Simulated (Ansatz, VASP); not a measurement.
# One calculation of SnTe, two programs

POSCAR

```
SnTe
1.0
    0.0000000000      3.6586665285      3.6586665285
    3.6586665285      0.0000000000      3.6586665285
    3.6586665285      3.6586665285      0.0000000000
Te Sn
1 1
Direct
    0.2500000000      0.2500000000      0.2500000000
    0.0000000000      0.0000000000      0.0000000000
```

Contents of INCAR.step1:

```
SYSTEM = SnTe
ALGO = Normal
EDIFF = 1E-4
ENCUT = 520
GGA = PE
ISMEAR = -1
LASPH = .TRUE.
LCHARG = .FALSE.
LREAL = .FALSE.
LWAVE = .TRUE.
NBANDS = 17
NELM = 80
PREC = Accurate
SIGMA = 0.05
```

INCAR.step2

```
SYSTEM = SnTe
ALGO = Normal
EDIFF = 1E-6
ENCUT = 520
ISIF = 2
ISMEAR = -1
ISTART = 1
LASPH = .TRUE.
LCHARG = .FALSE.
LMIXTAU = .TRUE.
LREAL = .FALSE.
LWAVE = .FALSE.
METAGGA = R2SCAN
NBANDS = 17
NELM = 80
PREC = Accurate
SIGMA = 0.05
```

Contents of KPOINTS:

```
k-points
0
G
  7 7 7
  0 0 0
```

Contents of input.yaml:

```yaml
crystal:
  lattice:
    - [0.0, 3.6586665285, 3.6586665285]
    - [3.6586665285, 0.0, 3.6586665285]
    - [3.6586665285, 3.6586665285, 0.0]
  atoms:
    - { symbol: Te, position: [0.25, 0.25, 0.25] }
    - { symbol: Sn, position: [0.0, 0.0, 0.0] }
hamiltonian:
  xc: r2scan
  pseudopotentials: { kind: paw }
kpoints:
  mp_grid: { grid: [7, 7, 7] }
scf:
  occupations: { method: fermi_dirac, width: 0.05 }
output:
  forces: true
  stress: true
  eigenvalues: true
  write_density: true
  write_potential: true
  elf: true
  volumetric_format: npy
```

Alike in both runs: task single point; functional r2SCAN; k mesh 7 × 7 × 7; occupations fermi-dirac, width 0.05 eV; no spin polarisation.

|  | VASP | Ansatz |
| --- | --- | --- |
| version | VASP 6.6.1 | Ansatz 0.2.0 |
| potentials or method | VASP PAW PBE potentials, release 64 (Te, Sn_d) | Ansatz PAW |
| plane-wave cutoff (eV) | 520 | 500 |
| valence electrons in the cell | 20 | 30 |

|  | VASP | Ansatz | Ansatz less VASP |
| --- | --- | --- | --- |
| gap on the k mesh at the Fermi level (eV) | 0.49 | 0.50 | +0.002 |
| least direct gap on the mesh (eV) | 0.97 | 0.97 | +0.002 |
| pressure (GPa) | -1.5 | -1.5 | +0.02 |

VASP's potentials were made for PBE, not for r2SCAN. VASP's potentials hold 20 valence electrons a cell and Ansatz's 30, so a difference there can come from the potentials and not from the codes.

Neither program's run includes spin-orbit coupling. Noted on Ansatz's run: odd divisions of the mesh miss points on the zone boundary, where band edges often lie, so the gap on the mesh can be too wide.
